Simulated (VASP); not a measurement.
Write the native input for VASP 6.6.1 that does the following.

| Quantity | Value |
| --- | --- |
| Task | relaxation of cell and atoms |
| Functional | HSE06 |
| Potentials or basis | VASP PAW PBE potentials, release 64 (Bi_d, Te) |
| Cutoff | 600 eV |
| k mesh | 4 × 4 × 4 |
| Occupations | fermi-dirac, width 0.05 eV |
| Spin | no spin polarisation |
| Dipole correction | no |
| Grid for exact exchange (PRECFOCK) | Normal |
| Further INCAR settings | ALGO = Normal; EDIFF = 1e-06; IBRION = 2; EDIFFG = -0.01; NSW = 60; ISIF = 3 |
| Share of exact exchange | 0.25 |
| Screening parameter | 0.2079 1/Å |

Crystal: BiTe.

```
Bi Te
1.0
     0.00000    3.23500    3.23500
     3.23500    0.00000    3.23500
     3.23500    3.23500    0.00000
Bi Te
1 1
Direct
  0.00000 0.00000 0.00000
  0.50000 0.50000 0.50000
```

The input as run:

POSCAR

```
BiTe
1.0
    0.0000000000      3.2350000000      3.2350000000
    3.2350000000      0.0000000000      3.2350000000
    3.2350000000      3.2350000000      0.0000000000
Bi Te
1 1
Direct
    0.0000000000      0.0000000000      0.0000000000
    0.5000000000      0.5000000000      0.5000000000
```

INCAR.step1

```
SYSTEM = BiTe
PREC = Accurate
ENCUT = 600
EDIFF = 1E-5
ISMEAR = -1
SIGMA = 0.05
LREAL = .FALSE.
LASPH = .TRUE.
NELM = 60
ALGO = Normal
LWAVE = .TRUE.
LCHARG = .FALSE.
GGA = PE
NBANDS = 18
```

INCAR.step2

```
SYSTEM = BiTe
PREC = Accurate
ENCUT = 600
EDIFF = 1E-6
ISMEAR = -1
SIGMA = 0.05
LREAL = .FALSE.
LASPH = .TRUE.
NELM = 60
ALGO = Normal
ISIF = 3
LWAVE = .FALSE.
LCHARG = .FALSE.
GGA = PE
LHFCALC = .TRUE.
HFSCREEN = 0.2079
PRECFOCK = Normal
IBRION = 2
NSW = 60
EDIFFG = -0.01
ISTART = 1
```

KPOINTS

```
Automatic mesh
0
G
  4 4 4
  0 0 0
```

Potentials or basis: VASP PAW PBE potentials, release 64 (Bi_d, Te).

Run with:

```console
$ cat potpaw_PBE.64/Bi_d/POTCAR potpaw_PBE.64/Te/POTCAR > POTCAR
$ cp INCAR.step1 INCAR
$ mpirun -np 1 vasp_std > vasp.out
$ cp INCAR.step2 INCAR
$ mpirun -np 1 vasp_std > vasp.out
```

Results of the run:

- Relaxed volume: 32.90 Å³/atom
- Relaxed cell: a = 4.531 Å, b = 4.531 Å, c = 4.531 Å, α = 60.00°, β = 60.00°, γ = 60.00°
- Space group after relaxing (to 0.1 Å): Fm-3m (No. 225)
- Energy gained by relaxing: 4.4 meV/atom
- Ionic steps: 10
- Pressure after relaxing: 0.0 GPa
- Band gap on the k mesh: zero (an odd number of electrons rules out a gap without spin polarisation)

Caveat: the k points lie up to 0.42 Å⁻¹ apart in the final cell, too coarse for converged energies and pressures of a metal; the PAW data sets were made with another functional, which shifts forces and pressure a little; spin-orbit coupling is left out, which moves the levels of the heavy elements; an odd number of electrons without spin polarisation forces a metal; a magnetic or distorted state may lie lower.

It took 78 min on 1 thread of Intel(R) Xeon(R) Platinum 8488C (Sapphire Rapids), with other jobs on the host, peak memory 0.37 GiB.
